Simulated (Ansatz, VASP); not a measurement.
One calculation of BP, two programs

```
B P
1.0
     0.00000    2.27183    2.18236
     2.18236    0.00000    2.18236
     2.18236    2.27183    0.00000
B P
1 1
Direct
  0.00000 0.00000 0.00000
  0.75000 0.75000 0.75000
```

Alike in both runs: task single point; functional PBE; k mesh 12 × 12 × 12; occupations gaussian, width 0.05 eV; no spin polarisation.

```csv
,VASP,Ansatz
version,VASP 6.6.1,Ansatz 0.2.0
potentials or method,"VASP PAW PBE potentials, release 64 (B, P), cutoff 520 eV","scalar-relativistic, plane waves, PAW"
valence electrons in the cell,8,8
```

```csv
,VASP,Ansatz,Ansatz less VASP
gap on the k mesh at the Fermi level (eV),0.81,0.81,+0.006
least direct gap on the mesh (eV),3.32,3.32,+0.005
pressure (GPa),15.5,15.8,+0.32
"traceless stress, the component that is largest in VASP (GPa)",-8.05,-8.04,+0.015
```
